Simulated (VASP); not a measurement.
Wanted: the native input for a VASP 6.6.1 run.

```
Task                   : single point
Functional             : r2SCAN
Potentials or basis    : VASP PAW PBE potentials, release 64 (Cd_sv_GW, F)
Cutoff                 : 770 eV
k mesh                 : 8 × 8 × 8
Occupations            : gaussian, width 0.01 eV
Spin                   : no spin polarisation
Dipole correction      : no
Further INCAR settings : ALGO = Normal; EDIFF = 1e-06; NBANDS = 24
```

CdF2:

```
Cd F
1.0
     2.60264    2.60264    0.00000
    -2.60264    2.60264    0.00000
     0.00000    2.60264    2.60264
Cd F
1 2
Cartesian
  0.0000 0.0000 0.0000
  -1.3013 3.9040 1.3013
  1.3013 3.9040 1.3013
```

These files were run (other wordings do the same):

POSCAR

```
CdF2
1.0
    2.6026389563      2.6026389563      0.0000000000
   -2.6026389563      2.6026389563      0.0000000000
    0.0000000000      2.6026389563      2.6026389563
Cd F
1 2
Direct
    0.0000000000      0.0000000000      0.0000000000
    0.2500000000      0.7500000000      0.5000000000
    0.7500000000      0.2500000000      0.5000000000
```

INCAR.step1

```
SYSTEM = CdF2
ALGO = Normal
EDIFF = 1E-5
ENCUT = 770
GGA = PE
GGA_COMPAT = .FALSE.
ISMEAR = 0
LASPH = .TRUE.
LCHARG = .FALSE.
LREAL = .FALSE.
LWAVE = .TRUE.
NBANDS = 24
NELM = 120
PREC = Accurate
SIGMA = 0.01
```

INCAR.step2

```
SYSTEM = CdF2
ALGO = Normal
EDIFF = 1E-6
ENCUT = 770
GGA_COMPAT = .FALSE.
ISIF = 2
ISMEAR = 0
ISTART = 1
LASPH = .TRUE.
LCHARG = .FALSE.
LMIXTAU = .TRUE.
LREAL = .FALSE.
LWAVE = .FALSE.
METAGGA = R2SCAN
NBANDS = 24
NELM = 120
PREC = Accurate
SIGMA = 0.01
```

KPOINTS

```
k-points
0
G
  8 8 8
  0 0 0
```

Potentials or basis: VASP PAW PBE potentials, release 64 (Cd_sv_GW, F).

The run is started by

```console
$ cat potpaw_PBE.64/Cd_sv_GW/POTCAR potpaw_PBE.64/F/POTCAR > POTCAR
$ cp INCAR.step1 INCAR
$ mpirun -np 1 vasp_std > vasp.out
$ cp INCAR.step2 INCAR
$ mpirun -np 1 vasp_std > vasp.out
```

It gave:

```
Pressure               : 14.6 GPa
Band gap on the k mesh : 4.17 eV (least direct gap 4.53 eV)
```

Caveat: the cell stands under pressure; the PAW data sets were made with another functional, which shifts forces and pressure a little.

It took 85 s on 1 thread of Intel(R) Xeon(R) 6975P-C (Granite Rapids), with other jobs on the host, peak memory 0.25 GiB.
